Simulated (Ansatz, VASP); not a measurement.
# Two plane-wave programs on MoS2

```
Mo S
1.0
     1.49775    0.86473    6.86160
    -1.49775    0.86473    6.86160
     0.00000   -1.72945    6.86160
Mo S
1 2
Cartesian
  0.0000 0.0000 0.0004
  0.0000 0.0000 15.5114
  0.0000 0.0000 11.9340
```

Alike in both runs: task single point; functional PBE; dispersion D3(BJ); k mesh 12 × 12 × 12; occupations gaussian, width 0.05 eV; no spin polarisation.

|  | VASP | Ansatz |
| --- | --- | --- |
| version | VASP 6.6.1 | Ansatz 0.2.0 |
| potentials or method | VASP PAW PBE potentials, release 64 (Mo_sv, S), cutoff 520 eV | scalar-relativistic, plane waves, PAW |
| valence electrons in the cell | 26 | 26 |

Ansatz gave:

- gap on the k mesh at the Fermi level (eV): 0.76
- least direct gap on the mesh (eV): 1.28
- pressure (GPa): -5.6
- traceless stress, the component that is largest in VASP (GPa): -23.36
- rms of the force components (eV/Å): 1.177

Problem. Estimate VASP's values.

Solution. gap on the k mesh at the Fermi level (eV): 0.76; least direct gap on the mesh (eV): 1.28; pressure (GPa): -5.7; traceless stress, the component that is largest in VASP (GPa): -23.42; rms of the force components (eV/Å): 1.181.

Atom by atom the forces differ by 0.004 eV/Å (rms over components).
